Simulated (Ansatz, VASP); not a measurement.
# Mn: VASP beside Ansatz

```
CELL_PARAMETERS angstrom
3.95760 0.00000 0.00000
-1.97880 3.42738 0.00000
0.00000 0.00000 2.48222
ATOMIC_POSITIONS crystal
Mn 0.00000 0.00000 0.00000
Mn 0.33333 0.66667 0.50000
Mn 0.66667 0.33333 0.50000
```

Alike in both runs: task single point; functional PBE; k mesh 12 × 12 × 17; occupations fermi-dirac, width 0.1 eV; no spin polarisation.

```csv
,VASP,Ansatz
version,VASP 6.6.1,Ansatz 0.2.0
potentials or method,"VASP PAW PBE potentials, release 64 (Mn_pv), cutoff 520 eV","plane waves (420 eV) with PAW, scalar-relativistic"
valence electrons in the cell,39,45
```

VASP gave:

```
pressure (GPa)                                                : -9.8
traceless stress, the component that is largest in VASP (GPa) : 0.44
```

Q: Estimate Ansatz's values.

A: Pressure (GPa): -9.9; traceless stress, the component that is largest in VASP (GPa): 0.53.

With one functional, cell and mesh, what is left measures potentials, basis and numerics. VASP's potentials hold 39 valence electrons a cell and Ansatz's 45, so a difference there can come from the potentials and not from the codes.
